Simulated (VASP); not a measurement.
GaAs, 2 atoms in the cell. It takes space group F-43m (No. 216, cubic). Conventional cell: a = 5.616 Å, b = 5.616 Å, c = 5.616 Å, α = 90.00°, β = 90.00°, γ = 90.00°. Within 3.2 Å of As (site symmetry -43m) lie 4 Ga at 2.43 Å. Ga (site symmetry -43m) has 4 As at 2.43 Å within 3.2 Å. 

| Item | Value |
| --- | --- |
| Program | VASP 6.6.1 |
| Task | single point |
| Functional | revPBE |
| Dispersion | D4 |
| Potentials or basis | VASP PAW PBE potentials, release 64 (As, Ga_d) |
| Cutoff | 520 eV |
| k mesh | 8 × 8 × 8 |
| Occupations | fermi-dirac, width 0.05 eV |
| Spin | no spin polarisation |
| Dipole correction | no |
| Further INCAR settings | ALGO = Normal; EDIFF = 1e-07; NBANDS = 16 |

Potentials or basis: VASP PAW PBE potentials, release 64 (As, Ga_d).

Launch:

```bash
$ cat potpaw_PBE.64/As/POTCAR potpaw_PBE.64/Ga_d/POTCAR > POTCAR
$ mpirun -np 1 vasp_std > vasp.out
```

Hardware: 1 thread of AMD EPYC 7R13, with other jobs on the host.

Problem. How long does it take, and how much memory?

Solution. Wall time 40 s on 1 thread of AMD EPYC 7R13 (shared host), peak memory 0.15 GiB. Counts: scf iterations 14, k points 29.
